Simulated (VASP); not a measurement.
Runs of VASP 6.6.1 on P. The structure is that of space group Pmna (No. 53), or close to it. The cells are those of the table. 

```tsv
cell	gap on the mesh (eV)	largest force (eV/Å)
a = 3.090, b = 32.802, c = 5.231 Å, 4 atoms	0.63	1.67
a = 3.376, b = 35.839, c = 4.382 Å, 4 atoms	(c)	0.94
a = 3.181, b = 33.767, c = 4.936 Å, 4 atoms	0.98	(a)
a = 3.467, b = 36.797, c = 4.156 Å, 4 atoms	0.07	(b)
```

Alike in all rows: task single point; level LDA; potentials or basis VASP PAW LDA potentials, release 64 (P); no spin polarisation; k mesh 10 × 1 × 8; cutoff (eV) 520; smearing gaussian 0.05 eV.

Problem. Fill in the values left out.

Solution. (a) 0.84; (b) 1.51; (c) 0.44.

A k mesh can miss the band edges.
